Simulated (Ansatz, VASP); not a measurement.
## Two plane-wave programs on Au

INCAR

```
PREC = Accurate ; ENCUT = 520
EDIFF = 1E-6 ; ISMEAR = 0
SIGMA = 0.1 ; LREAL = F
LASPH = T ; NELM = 80
ALGO = Fast ; ISIF = 2
LWAVE = F ; LCHARG = F
GGA = PE ; NBANDS = 12
```

Contents of KPOINTS:

```
Automatic mesh
0
Gamma
  18 18 18
```

POSCAR

```
Au
1.0
   -1.6669986962      1.6669986962      1.6669986962
    1.6669986962     -1.6669986962      1.6669986962
    1.6669986962      1.6669986962     -1.6669986962
Au
1
Direct
    0.0000000000      0.0000000000      0.0000000000
```

Input for Ansatz:

```yaml
crystal:
  lattice:
    - [-1.6669986962, 1.6669986962, 1.6669986962]
    - [1.6669986962, -1.6669986962, 1.6669986962]
    - [1.6669986962, 1.6669986962, -1.6669986962]
  atoms:
    - { symbol: Au, position: [0.0, 0.0, 0.0] }
basis:
  ecutwfc: 420
kpoints:
  mp_grid: { grid: [18, 18, 18] }
hamiltonian:
  xc: pbe
scf:
  occupations: { method: gaussian, width: 0.1 }
output:
  forces: true
  stress: true
  eigenvalues: true
```

Alike in both runs: task single point; functional PBE; k mesh 18 × 18 × 18; occupations gaussian, width 0.1 eV; no spin polarisation.

```csv
,VASP,Ansatz
version,VASP 6.6.1,Ansatz 0.2.0
potentials or method,"VASP PAW PBE potentials, release 64 (Au), cutoff 520 eV","scalar-relativistic, plane waves, PAW"
valence electrons in the cell,11,19
```

|  | VASP | Ansatz | Ansatz less VASP |
| --- | --- | --- | --- |
| gap on the k mesh at the Fermi level (eV) | none | none | - |
| pressure (GPa) | -3.8 | -3.7 | +0.09 |

A gap of «none» marks a metal or a gap that the smearing closes. The functional is the same, so the differences come from potentials, cutoffs and numerics. VASP's potentials hold 11 valence electrons a cell and Ansatz's 19, so a difference there can come from the potentials and not from the codes.

Spin-orbit coupling is off throughout.
